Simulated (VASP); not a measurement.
Input of a VASP 6.6.1 run:

File INCAR:

```
PREC     = Accurate       # precision mode
ENCUT    = 520            # plane-wave cutoff, eV
EDIFF    = 1E-6           # SCF threshold, eV
ISMEAR   = 0              # smearing method
SIGMA    = 0.05           # smearing width, eV
LREAL    = Auto         
LASPH    = True           # aspherical terms in the spheres
NELM     = 60             # most SCF steps
ALGO     = Fast           # electronic algorithm
ISIF     = 2              # what is computed and relaxed
LWAVE    = False          # write WAVECAR
LCHARG   = False          # write CHGCAR
LDIPOL   = True         
IDIPOL   = 3            
DIPOL    = 0.5 0.5 0.506
GGA      = PE             # functional
IVDW     = 12             # dispersion correction
NBANDS   = 90             # bands
```

The input KPOINTS:

```
Automatic mesh
0
Gamma
  9 4 1
```

File POSCAR:

```
InSe
1.0
    4.0363944497      0.0000000000      0.0000000000
    0.0000000000      8.6241541175      0.0000000000
    0.0000000000      0.0000000000     27.3199688879
Se In
8 8
Direct
    0.0000000000      0.5631065058      0.2736109736
    0.0000000000      0.0738577160      0.3214063570
    0.5000000000      0.3702512377      0.3994949910
    0.5000000000      0.9583151262      0.4532202537
    0.0000000000      0.2539665460      0.5244733492
    0.0000000000      0.8461123721      0.5760954967
    0.5000000000      0.1141574179      0.6434737613
    0.5000000000      0.7356695539      0.7037054697
    0.5000000000      0.5843637972      0.3297008254
    0.5000000000      0.9278766336      0.3547980088
    0.0000000000      0.4675735171      0.4544374763
    0.0000000000      0.7793563402      0.4801667390
    0.5000000000      0.3494090800      0.5815312960
    0.5000000000      0.6698943106      0.6051892957
    0.0000000000      0.1920709804      0.7048773045
    0.0000000000      0.5291776873      0.6953964632
```

Potentials or basis: VASP PAW PBE potentials, release 64 (Se, In_d).

Run with:

```bash
$ cat potpaw_PBE.64/Se/POTCAR potpaw_PBE.64/In_d/POTCAR > POTCAR
$ mpirun -np 1 vasp_std > vasp.out
```

(1) What does it give for the band gap on the k mesh?

(2) Estimate the dispersion energy per atom.

(3) What does it give for the largest force?

Answers

(1) zero (bands 76 and 77 overlap by 0.38 eV).

(2) -0.246 eV.

(3) 0.031 eV/Å.

Caveat: spin-orbit coupling is left out, which moves the levels of the heavy elements.
